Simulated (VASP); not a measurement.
Wanted: the native input for a VASP 6.6.1 run.

```yaml
Task: electric field gradients
Functional: LDA
Potentials_or_basis: VASP PAW LDA potentials, release 64 (Li_sv, Zn)
Cutoff: 520 eV
k_mesh: 9 × 9 × 9
Occupations: fermi-dirac, width 0.08 eV
Spin: no spin polarisation
Dipole_correction: no
Further_INCAR_settings: ALGO = Normal; EDIFF = 1e-08; NBANDS = 23
```

The structure of LiZn lies in POSCAR:

```
LiZn
1.0
    0.0000000000      3.1519389053      3.1519389053
    3.1519389053      0.0000000000      3.1519389053
    3.1519389053      3.1519389053      0.0000000000
Li Zn
2 2
Direct
    0.5000000000      0.5000000000      0.5000000000
    0.7500000000      0.7500000000      0.7500000000
    0.0000000000      0.0000000000      0.0000000000
    0.2500000000      0.2500000000      0.2500000000
```

The input as run:

INCAR

```
SYSTEM = LiZn
  PREC = Accurate
  ENCUT = 520
  EDIFF = 1E-8
  ISMEAR = -1
  SIGMA = 0.08
  LREAL = .FALSE.
  LASPH = .TRUE.
  NELM = 80
  ALGO = Normal
  ISIF = 2
  LWAVE = .FALSE.
  LCHARG = .FALSE.
  GGA = CA
  LEFG = .TRUE.
  NBANDS = 23
```

KPOINTS

```
regular mesh
0
G
  9 9 9
  0 0 0
```

Potentials or basis: VASP PAW LDA potentials, release 64 (Li_sv, Zn).

The run is started by

```console
$ cat potpaw_LDA.64/Li_sv/POTCAR potpaw_LDA.64/Zn/POTCAR > POTCAR
$ mpirun -np 1 vasp_std > vasp.out
```

Results of the run:

The band gap on the k mesh is zero (bands 15 and 16 overlap by 4.35 eV) and the largest electric field gradient by atom is zero within the noise of the run.

It took 79 s on 1 thread of Intel Xeon 8259CL, with other jobs on the host, peak memory 0.19 GiB.
